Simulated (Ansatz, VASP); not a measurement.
SrCl2 in VASP and in Ansatz

```
Sr Cl
1.0
     0.00000    3.46257    3.75169
     3.46257    0.00000    3.75169
     3.46257    3.46257    0.00000
Sr Cl
1 2
Direct
  0.00000 0.00000 0.00000
  0.25000 0.25000 0.25000
  0.75000 0.75000 0.75000
```

Alike in both runs: task single point; functional PBE; k mesh 6 × 6 × 6; occupations gaussian, width 0.05 eV; no spin polarisation.

|  | VASP | Ansatz |
| --- | --- | --- |
| version | VASP 6.6.1 | Ansatz 0.2.0 |
| potentials or method | VASP PAW PBE potentials, release 64 (Sr_sv, Cl), cutoff 520 eV | scalar-relativistic, plane waves, PAW |
| valence electrons in the cell | 24 | 24 |

|  | VASP | Ansatz | Ansatz less VASP |
| --- | --- | --- | --- |
| gap on the k mesh at the Fermi level (eV) | 4.77 | 4.77 | +0.003 |
| least direct gap on the mesh (eV) | 5.06 | 5.06 | +0.001 |
| pressure (GPa) | -0.9 | -0.9 | -0.06 |
| traceless stress, the component that is largest in VASP (GPa) | -2.52 | -2.54 | -0.013 |

The functional is the same, so the differences come from potentials, cutoffs and numerics.
